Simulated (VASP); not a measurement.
# KC18 in VASP: a series of runs

The runs below take KC18 through single point, with PBE.

Everything below comes from runs of VASP 6.6.1. Logs are shortened: lines on timing, memory, paths and dates and some standing lists are left out, and cuts for length are marked.

### Step 1. The cell of the first run

The cell holds a slab with vacuum, 19 atoms: a = 7.398 Å, b = 7.398 Å, c = 12.000 Å, α = 90.00°, β = 90.00°, γ = 120.00°.

### Step 2. Single point, PBE, collinear spin, zero start

INCAR

```
SYSTEM = KC18
  PREC = Accurate
  ENCUT = 520
  EDIFF = 1E-7
  ISMEAR = 0
  SIGMA = 0.05
  LREAL = Auto
  LASPH = .TRUE.
  NELM = 150
  ALGO = Normal
  ISIF = 2
  LWAVE = .FALSE.
  LCHARG = .FALSE.
  ISPIN = 2
  MAGMOM = 0 0 0 0 0 0 0 0 0 0 0 0 0 0 0 0 0 0 0
  LORBIT = 11
  GGA = PE
  NBANDS = 60
```

KPOINTS

```
regular mesh
0
G
  2 2 1
  0 0 0
```

POSCAR

```
KC18
1.0
    7.3980000000      0.0000000000      0.0000000000
   -3.6990000000      6.4068560000      0.0000000000
    0.0000000000      0.0000000000     12.0000000000
C K
18 1
Direct
   -0.0034806062     -0.0021450459      0.0848720833
    0.2185438423      0.1085015802      0.0851378333
   -0.0034813906      0.3305295140      0.0848813333
    0.2185439412      0.4419056710      0.0851418333
   -0.0031992698      0.6643319282      0.0825543333
    0.2189637036      0.7754140252      0.0848662500
    0.3296073349     -0.0025625673      0.0851350833
    0.5516328076      0.1080842148      0.0849131667
    0.3291867977      0.3305249876      0.0849219167
    0.5513429273      0.4416017778      0.0825780000
    0.3296075119      0.6640344344      0.0851318333
    0.5516348197      0.7754118401      0.0848999167
    0.6630113839     -0.0025622552      0.0851469167
    0.8851415561      0.1085023606      0.0851275000
    0.6627069474      0.3302406048      0.0825697500
    0.8854349389      0.4416052117      0.0825585000
    0.6627085054      0.6643283383      0.0825639167
    0.8854362113      0.7756937256      0.0825565833
    0.7746401050      0.5533575282      0.2919425833
```

Potentials or basis: VASP PAW PBE potentials, release 64 (C, K_sv).

The run is started by

```bash
cat potpaw_PBE.64/C/POTCAR potpaw_PBE.64/K_sv/POTCAR > POTCAR
mpirun -np 1 vasp_std > vasp.out
```

OUTCAR:

```text
SYSTEM = KC18
   PREC = Accurate
   ENCUT = 520
   EDIFF = 1E-7
   ISMEAR = 0
   LREAL = Auto
   LASPH = .TRUE.
   NELM = 150
   ISIF = 2
   ISPIN = 2
   LORBIT = 11
   GGA = PE

 ion  position               nearest neighbor table
   1  0.997  0.998  0.085-   2 1.42  14 1.42  18 1.42
   2  0.219  0.109  0.085-   9 1.42   1 1.42   7 1.42
   3  0.997  0.331  0.085-   4 1.42  14 1.42  16 1.42
   4  0.219  0.442  0.085-   9 1.42   3 1.42  11 1.42
   5  0.997  0.664  0.083-   6 1.42  18 1.43  16 1.43  19 2.89
   6  0.219  0.775  0.085-  11 1.42   7 1.42   5 1.42
   7  0.330  0.997  0.085-   6 1.42   8 1.42   2 1.42
   8  0.552  0.108  0.085-  13 1.42   7 1.42  15 1.42
   9  0.329  0.331  0.085-   2 1.42   4 1.42  10 1.42
  10  0.551  0.442  0.083-   9 1.42  15 1.43  17 1.43  19 2.89
  11  0.330  0.664  0.085-   6 1.42  12 1.42   4 1.42
  12  0.552  0.775  0.085-  13 1.42  11 1.42  17 1.42
  13  0.663  0.997  0.085-   8 1.42  12 1.42  14 1.42
  14  0.885  0.109  0.085-   1 1.42   3 1.42  13 1.42
  15  0.663  0.330  0.083-   8 1.42  10 1.43  16 1.43  19 2.89
  16  0.885  0.442  0.083-   3 1.42   5 1.43  15 1.43  19 2.89
  17  0.663  0.664  0.083-  12 1.42  10 1.43  18 1.43  19 2.89
  18  0.885  0.776  0.083-   1 1.42   5 1.43  17 1.43  19 2.89
  19  0.775  0.553  0.292-   5 2.89  18 2.89  16 2.89  17 2.89  15 2.89  10 2.89

  LATTYP: Found a hexagonal cell.
 ALAT       =     7.3980000000
 C/A-ratio  =     1.6220600162

  Lattice vectors:

 A1 = (   7.3980000000,   0.0000000000,   0.0000000000)
 A2 = (  -3.6990000000,   6.4068560000,   0.0000000000)
 A3 = (   0.0000000000,   0.0000000000,  12.0000000000)

Analysis of symmetry for initial positions (statically):
=====================================================================
 Subroutine PRICEL returns:
 Original cell was already a primitive cell.

 Routine SETGRP: Setting up the symmetry group for a
 hexagonal supercell.

 Subroutine GETGRP returns: Found  1 space group operations
 (whereof  1 operations were pure point group operations)
 out of a pool of 24 trial point group operations.

The static configuration has the point symmetry C_1 .

Analysis of symmetry for dynamics (positions and initial velocities):
=====================================================================
 Subroutine PRICEL returns:
 Original cell was already a primitive cell.

 Routine SETGRP: Setting up the symmetry group for a
 hexagonal supercell.

 Subroutine GETGRP returns: Found  1 space group operations
 (whereof  1 operations were pure point group operations)
 out of a pool of 24 trial point group operations.

The dynamic configuration has the point symmetry C_1 .

Analysis of structural, dynamic, and magnetic symmetry:
=====================================================================
 Subroutine PRICEL returns:
 Original cell was already a primitive cell.

 Routine SETGRP: Setting up the symmetry group for a
 hexagonal supercell.

 Subroutine GETGRP returns: Found  1 space group operations
 (whereof  1 operations were pure point group operations)
 out of a pool of 24 trial point group operations.

The overall configuration has the point symmetry C_1 .

 Subroutine INISYM returns: Found  1 space group operations
 (whereof  1 operations are pure point group operations),
 and found     1 'primitive' translations

----------------------------------------------------------------------------------------

                                     Primitive cell

  volume of cell :     568.7750

  direct lattice vectors                    reciprocal lattice vectors
     7.398000000  0.000000000  0.000000000     0.135171668  0.078041398  0.000000000
    -3.699000000  6.406856000  0.000000000     0.000000000  0.156082796  0.000000000
     0.000000000  0.000000000 12.000000000     0.000000000  0.000000000  0.083333333

  length of vectors
     7.398000000  7.398000054 12.000000000     0.156082797  0.156082796  0.083333333

  position of ions in fractional coordinates (direct lattice)
     0.996519394  0.997854954  0.084872083
     0.218543842  0.108501580  0.085137833
     0.996518609  0.330529514  0.084881333
     0.218543941  0.441905671  0.085141833
     0.996800730  0.664331928  0.082554333
     0.218963704  0.775414025  0.084866250
[... 11 lines left out ...]
     0.885436211  0.775693726  0.082556583
     0.774640105  0.553357528  0.291942583

  ion indices of the primitive-cell ions
   primitive index   ion index
                 1           1
                 2           2
                 3           3
                 4           4
                 5           5
                 6           6
[... 11 lines left out ...]
                18          18
                19          19

----------------------------------------------------------------------------------------

 KPOINTS: regular mesh

Automatic generation of k-mesh.
 Grid dimensions read from file:
 generate k-points for:    2    2    1

 Generating k-lattice:

  Cartesian coordinates                     Fractional coordinates (reciprocal lattice)
     0.067585834  0.039020699  0.000000000     0.500000000  0.000000000  0.000000000
     0.000000000  0.078041398  0.000000000     0.000000000  0.500000000  0.000000000
     0.000000000  0.000000000  0.083333333     0.000000000  0.000000000  1.000000000

  Length of vectors
     0.078041399  0.078041398  0.083333333

  Shift w.r.t. Gamma in fractional coordinates (k-lattice)
     0.000000000  0.000000000  0.000000000

 Subroutine IBZKPT returns following result:
 ===========================================

 Found      4 irreducible k-points:

 Following reciprocal coordinates:
            Coordinates               Weight
  0.000000  0.000000  0.000000      1.000000
  0.500000  0.000000  0.000000      1.000000
  0.000000  0.500000  0.000000      1.000000
  0.500000  0.500000  0.000000      1.000000
   k-points           NKPTS =      4   k-points in BZ     NKDIM =      4   number of bands    NBANDS=     60
   number of dos      NEDOS =    301   number of ions     NIONS =     19
   total plane-waves  NPLWV = 282240
   dimension x,y,z NGX =    56 NGY =   56 NGZ =   90
   dimension x,y,z NGXF=   112 NGYF=  112 NGZF=  180
   ions per type =              18   1
   NGX,Y,Z   is equivalent  to a cutoff of  12.58, 12.58, 12.47 a.u.
   NGXF,Y,Z  is equivalent  to a cutoff of  25.17, 25.17, 24.94 a.u.
 SYSTEM =  KC18
   PREC   = accura    normal or accurate (medium, high low for compatibility)
   ISTART =      0    job   : 0-new  1-cont  2-samecut
   ICHARG =      2    charge: 1-file 2-atom 10-const
   ISPIN  =      2    spin polarized calculation?
   LNONCOLLINEAR =      F non collinear calculations
   LSORBIT =      F    spin-orbit coupling
   LASPH  =      T    aspherical Exc in radial PAW
   ENCUT  =  520.0 eV  38.22 Ry    6.18 a.u.  13.76 13.76 22.31*2*pi/ulx,y,z
   NELM   =    150;   NELMIN=  2; NELMDL= -5     # of ELM steps
   EDIFF  = 0.1E-06   stopping-criterion for ELM
   LREAL  =      T    real-space projection
   EDIFFG = 0.1E-05   stopping-criterion for IOM
   NSW    =      0    number of steps for IOM
   IBRION =     -1    ionic relax: 0-MD 1-quasi-New 2-CG
   NFREE  =      0    steps in history (QN), initial steepest desc. (CG)
   ISIF   =      2    stress and relaxation
   ISYM   =      2    0-nonsym 1-usesym 2-fastsym
   POTIM  = 0.5000    time-step for ionic-motion
   TEBEG  =    0.0;   TEEND  =   0.0 temperature during run
   PSTRESS=    0.0 pullay stress
   NELECT =      81.0000    total number of electrons
   NUPDOWN=      -1.0000    fix difference up-down
   EMIN   =  10.00;   EMAX   =-10.00  energy-range for DOS
   EFERMI =   0.00;   METHOD = LEGACY
   ISMEAR =     0;   SIGMA  =   0.05  broadening in eV -4-tet -1-fermi 0-gaus
   EFERMI_NEDOS =   21; number of points for ismear=-14 and -15
   IALGO  =     38    algorithm
   IMIX   =      4    mixing-type and parameters
     AMIX     =   0.40;   BMIX     =  1.00
     AMIX_MAG =   1.60;   BMIX_MAG =  1.00
  volume/ion in A,a.u.               =      29.94       202.01
  Fermi-wavevector in a.u.,A,eV,Ry     =   0.854915  1.615555  9.944224  0.730880
  Thomas-Fermi vector in A             =   1.971584
   LORBIT       =     11    0 simple, 1 ext, 2 COOP (PROOUT), +10 PAW based schemes
   GGA     = PE    functional components
   LHFCALC =     F    Hartree Fock is set to
   AEXX    =    0.0000 exact exchange contribution
   IVDW    =     0    specifies the selected vdW correction
   LEPSILON=     F    determine dielectric tensor
   LRPA    =     F    only Hartree local field effects (RPA)
 spin polarized calculation
 Gauss-broadening in eV      SIGMA  =   0.05
  energy-cutoff  :      520.00
  volume of cell :      568.78
 maximum number of plane-waves:     15363
 NGX is ok and might be reduce to    56
   NGX = 27   NGY = 27   NGZ = 45

 number of electron      81.0000001 magnetization      -0.0000000

 number of electron      81.0000001 magnetization       0.0000000

 Free energy of the ion-electron system (eV)
  ---------------------------------------------------
  ext. energy  EPLUGINS =         0.00000000
  ---------------------------------------------------
  free energy    TOTEN  =      -167.23873213 eV

  energy without entropy =     -167.23873213  energy(sigma->0) =     -167.23873213

 E-fermi :   0.1247     XC(G=0):  -3.9975

 val. band max:       -0.1338435103   @ k =   0.0000   0.0000   0.0000
 cond. band min:       0.4980020712   @ k =   0.0000   0.0000   0.0000
 fundamental gap:      0.6318455816
 Fermi energy:         0.1246856184

 spin component 1

 k-point     1 :       0.0000    0.0000    0.0000
  band No.  band energies     occupation
      1     -32.7958      1.00000
      2     -19.5470      1.00000
      3     -17.1916      1.00000
      4     -17.0111      1.00000
      5     -17.0110      1.00000
      6     -16.8857      1.00000
[... 44 lines left out ...]
     51       4.7074      0.00000
     52       4.7783      0.00000
[... 163 lines left out ...]
     51       3.7356      0.00000
     52       3.8531      0.00000
 Fermi energy:         0.1246856184

 spin component 2

 k-point     1 :       0.0000    0.0000    0.0000
  band No.  band energies     occupation
      1     -32.7958      1.00000
      2     -19.5470      1.00000
      3     -17.1916      1.00000
      4     -17.0111      1.00000
      5     -17.0110      1.00000
      6     -16.8857      1.00000
[... 44 lines left out ...]
     51       4.7074      0.00000
     52       4.7783      0.00000
[... 163 lines left out ...]
     51       3.7355      0.00000
     52       3.8531      0.00000
 [bands above 52 left out]

------------------------ aborting loop because EDIFF is reached ----------------------------------------

  FORCE on cell =-STRESS in cart. coord.  units (eV):
  Direction    XX          YY          ZZ          XY          YZ          ZX
  --------------------------------------------------------------------------------------
  -------------------------------------------------------------------------------------
  Total        6.0907698      6.0914868     -0.4206056     -0.0056923     -0.0095551     -0.0092191
  in kB       17.1570349     17.1590546     -1.1848001     -0.0160346     -0.0269157     -0.0259692
  external PRESSURE =      11.0437631 kB  Pullay stress =       0.0000000 kB

 VOLUME and BASIS-vectors are now :
 -----------------------------------------------------------------------------
  energy-cutoff  :      520.00
  volume of cell :      568.78
      direct lattice vectors                 reciprocal lattice vectors
     7.398000000  0.000000000  0.000000000     0.135171668  0.078041398  0.000000000
    -3.699000000  6.406856000  0.000000000     0.000000000  0.156082796  0.000000000
     0.000000000  0.000000000 12.000000000     0.000000000  0.000000000  0.083333333

 POSITION                                       TOTAL-FORCE (eV/Angst)
 -----------------------------------------------------------------------------------
      3.68119      6.39311      1.01846         0.001713     -0.002217     -0.002294
      1.21544      0.69515      1.02165        -0.002333     -0.001064      0.000315
      6.14962      2.11765      1.01858         0.002675      0.004613     -0.002626
     -0.01782      2.83123      1.02170        -0.008282      0.001487      0.000710
      4.91697      4.25628      0.99065         0.009833     -0.000462     -0.007061
     -1.24836      4.96797      1.01839         0.000964     -0.003423      0.001118
[... 11 lines left out ...]
      3.68117      4.96976      0.99068        -0.003222      0.003517     -0.008096
      3.68392      3.54528      3.50331        -0.006345     -0.000914      0.038838
 -----------------------------------------------------------------------------------
    total drift:                               -0.004652      0.008244     -0.010081

  FREE ENERGIE OF THE ION-ELECTRON SYSTEM (eV)
  ---------------------------------------------------
  free  energy   TOTEN  =      -167.2387321282 eV

  energy  without entropy=     -167.2387321282  energy(sigma->0) =     -167.23873213

 total charge

# of ion       s       p       d       tot
------------------------------------------
    1        0.860   1.798   0.000   2.658
    2        0.861   1.797   0.000   2.657
    3        0.860   1.798   0.000   2.658
    4        0.861   1.796   0.000   2.657
    5        0.859   1.799   0.000   2.658
    6        0.860   1.798   0.000   2.658
[... 11 lines left out ...]
   18        0.859   1.799   0.000   2.658
   19        1.952   5.574   0.043   7.569
--------------------------------------------------
tot         17.435  37.930   0.043  55.408

 magnetization (x)

# of ion       s       p       d       tot
------------------------------------------
    1        0.000   0.000   0.000   0.000
    2        0.000   0.000   0.000   0.000
    3       -0.000  -0.000   0.000  -0.000
    4       -0.000  -0.000   0.000  -0.000
    5        0.000   0.000   0.000   0.000
    6       -0.000   0.000   0.000  -0.000
[... 11 lines left out ...]
   18        0.000   0.000   0.000   0.000
   19        0.000   0.000  -0.000   0.000
--------------------------------------------------
tot          0.000   0.000  -0.000   0.000
```

It took 9.9 min on 1 thread of Intel Xeon Platinum 8375C at 2.90GHz (Ice Lake), shared host; peak memory 0.88 GiB.

What came out:

- Free energy: -167.2387 eV
- Largest force: 0.039 eV/Å
- Net moment: 0.00 μB per cell
- Valence electrons inside the program's atomic spheres: C 2.66; K 7.57

Forces on the atoms (eV/Å):
```
C    0.002 -0.002 -0.002
C   -0.002 -0.001  0.000
C    0.003  0.005 -0.003
C   -0.008  0.001  0.001
C    0.010  0.000 -0.007
C    0.001 -0.003  0.001
C    0.000  0.005  0.001
C   -0.003 -0.004 -0.003
C    0.008  0.002 -0.004
C    0.001  0.005  0.000
C   -0.004 -0.002  0.002
C    0.004  0.001 -0.003
C   -0.003  0.001 -0.003
C   -0.004 -0.003  0.002
C   -0.004 -0.004 -0.004
C    0.009 -0.005 -0.007
C    0.000  0.004 -0.001
C   -0.003  0.004 -0.008
K   -0.006 -0.001  0.039
```

Caveat: the k points lie up to 0.49 Å⁻¹ apart; there is no dipole correction, which matters where the two faces differ; no moment was typed at the start, so none could form.

### Step 3. Single point, PBE, collinear spin

INCAR

```
ALGO = Normal
EDIFF = 1E-7
ENCUT = 520
GGA = PE
ISIF = 2
ISMEAR = 0
ISPIN = 2
LASPH = True
LCHARG = False
LORBIT = 11
LREAL = Auto
LWAVE = False
MAGMOM = 0 0 0 0 0 0 0 0 0 0 0 0 0 0 0 0 0 0 1
NBANDS = 60
NELM = 150
PREC = Accurate
SIGMA = 0.05
```

KPOINTS

```
k-points
0
Gamma
  2 2 1
```

POSCAR

```
KC18
1.0
    7.3980000000      0.0000000000      0.0000000000
   -3.6990000000      6.4068560000      0.0000000000
    0.0000000000      0.0000000000     12.0000000000
C K
18 1
Direct
   -0.0041465175     -0.0028083301      0.0849219131
    0.2180095633      0.1082684891      0.0825780161
   -0.0037258105      0.3307011833      0.0851318648
    0.2183014596      0.4420785446      0.0848999399
   -0.0037259523      0.6641041430      0.0851351027
    0.2182994567      0.7747509159      0.0849132012
    0.3293736855     -0.0030926505      0.0825697351
    0.5521016037      0.1082718245      0.0825585200
    0.3293752253      0.3309950124      0.0825638968
    0.5521029365      0.4423603828      0.0825566006
    0.3296779853      0.6641043414      0.0851468859
    0.5518082695      0.7751690286      0.0851274989
    0.6631852007     -0.0028038440      0.0848813234
    0.8852105748      0.1085723206      0.0851418005
    0.6634674435      0.3309985798      0.0825543391
    0.8856303772      0.4420807106      0.0848662280
    0.6631860563      0.6645215813      0.0848720722
    0.8852105862      0.7751683098      0.0851378530
    0.4413068561      0.2200242568      0.2919426092
```

Potentials or basis: VASP PAW PBE potentials, release 64 (C, K_sv).

The run is started by

```bash
cat potpaw_PBE.64/C/POTCAR potpaw_PBE.64/K_sv/POTCAR > POTCAR
mpirun -np 1 vasp_std > vasp.out
```

It took 8.5 min on 1 thread of Intel Xeon Platinum 8488C (Sapphire Rapids), shared host; peak memory 0.88 GiB.

It converged, with:

| Quantity | Value |
| --- | --- |
| Free energy | -167.2387 eV |
| Largest force | 0.036 eV/Å |
| Net moment | 0.00 μB per cell |
| Valence electrons inside the program's atomic spheres | C 2.66; K 7.57 |

Forces in eV/Å, atoms in the order of the input:
```
C    0.005  0.003 -0.010
C   -0.002 -0.003  0.000
C    0.002  0.008  0.001
C   -0.004  0.002 -0.002
C    0.006 -0.003  0.005
C    0.002 -0.005 -0.002
C    0.001  0.001 -0.005
C   -0.002  0.001 -0.004
C    0.006 -0.005 -0.004
C    0.001  0.006 -0.004
C   -0.006 -0.003  0.001
C    0.005  0.008  0.000
C   -0.003  0.003 -0.002
C   -0.005 -0.004  0.001
C    0.000 -0.003 -0.008
C    0.001 -0.002  0.002
C    0.000 -0.005 -0.004
C   -0.007  0.003  0.001
K   -0.001 -0.001  0.036
```

Levels at points of the mesh, in eV from the Fermi level:
Spin up:
```
           k point  band 36  band 37  band 38  band 39  band 40  band 41  band 42  band 43  band 44  band 45
(0.00, 0.00, 0.00)    -4.80    -3.11    -3.11    -0.28    -0.28    -0.26    -0.26     0.37     2.53     2.81
(0.50, 0.00, 0.00)    -3.03    -2.96    -2.89    -2.85    -2.59     0.97     1.30     1.67     2.10     2.15
(0.00, 0.50, 0.00)    -3.03    -2.96    -2.89    -2.85    -2.59     0.97     1.30     1.67     2.10     2.15
(0.50, 0.50, 0.00)    -3.03    -2.96    -2.89    -2.85    -2.59     0.97     1.30     1.67     2.10     2.15
```
Spin down:
```csv
k point,band 38,band 39,band 40,band 41,band 42,band 43
"(0.00, 0.00, 0.00)",-3.11,-0.28,-0.28,-0.26,-0.26,0.37
"(0.50, 0.00, 0.00)",-2.89,-2.85,-2.59,0.97,1.30,1.67
"(0.00, 0.50, 0.00)",-2.89,-2.85,-2.59,0.97,1.30,1.67
"(0.50, 0.50, 0.00)",-2.89,-2.85,-2.59,0.97,1.30,1.67
```

Caveat: the k points lie up to 0.49 Å⁻¹ apart; there is no dipole correction, which matters where the two faces differ.
